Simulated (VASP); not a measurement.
Sn: single point with r2SCAN

Crystal: Sn.

```
CELL_PARAMETERS angstrom
-1.79672 1.79672 1.79672
1.79672 -1.79672 1.79672
1.79672 1.79672 -1.79672
ATOMIC_POSITIONS crystal
Sn 0.00000 0.00000 0.00000
```

This cell differs from its parent crystal: strain -0.050 along x and y, -0.050 along z.

```yaml
Program: VASP 6.6.1
Task: single point
Functional: r2SCAN
Potentials_or_basis: VASP PAW PBE potentials, release 64 (Sn_d)
Cutoff: 520 eV
k_mesh: 22 × 22 × 22
Occupations: gaussian, width 0.15 eV
Spin: no spin polarisation
Dipole_correction: no
Further_INCAR_settings: ALGO = Normal; EDIFF = 1e-06; NBANDS = 13
```

```yaml
Pressure: 11.1 GPa
Band_gap_on_the_k_mesh: zero (band 7 reaches 20.25 eV, above the bottom of band 8 at 6.97 eV)
```

Levels at points of the mesh, in eV from the Fermi level:
```csv
k point,band 4,band 5,band 6,band 7,band 8,band 9,band 10,band 11
"(0.00, 0.00, 0.00)",-22.15,-22.15,-12.95,10.16,10.16,10.16,13.17,13.17
"(0.50, 0.00, 0.00)",-22.16,-22.01,-6.81,-5.59,4.39,6.44,9.22,9.59
"(0.50, 0.50, 0.50)",-22.05,-22.05,-1.20,-0.76,-0.76,-0.76,4.10,4.10
```

It took 110 s on 1 thread of Intel Xeon 6975P-C, on a shared host, peak memory 0.21 GiB.

Caveat: the cell differs from its parent crystal (strain -0.050 along x and y, -0.050 along z); the PAW data sets were made with another functional, which shifts forces and pressure a little; spin-orbit coupling is left out, which moves the levels of the heavy elements.
